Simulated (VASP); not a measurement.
Crystal: TaVN2.

```
Ta V N
1.0
     3.04987    0.00000    0.00000
     0.00000    3.04987    0.00000
     0.00000    0.00000    4.29606
Ta V N
1 1 2
Direct
  0.00000 0.00000 0.00000
  0.50000 0.50000 0.50000
  0.50000 0.50000 0.00000
  0.00000 0.00000 0.50000
```

Base run:

| Quantity | Value |
| --- | --- |
| Program | VASP 6.6.1 |
| Functional | PBEsol |
| Potentials or basis | VASP PAW PBE potentials, release 64 (Ta_pv, V_sv, N) |
| Cutoff | 520 eV |
| k mesh | 7 × 7 × 5 |
| Occupations | fermi-dirac, width 0.05 eV |
| Spin | collinear spin, ferromagnetic start |
| Starting moments | [0.0, 3.0, 0.0, 0.0] μB |
| Fixed moment | 3 μB |

Its results: pressure 0.4 GPa; site moments Ta +0.37; V +2.11; N +0.06 μB.

Problem. The run is repeated on the same cell with these changes: fixed moment from 3 μB to 2.5 μB; moments at the start from [0.0, 3.0, 0.0, 0.0] to [0.0, 2.5, 0.0, 0.0]. What comes out?

Solution. Pressure -3.1 GPa; site moments Ta +0.22; V +1.88; N +0.05 μB.

Caveats: the PAW data sets were made with another functional, which shifts forces and pressure a little; the total moment is fixed, so each spin has its own Fermi level.
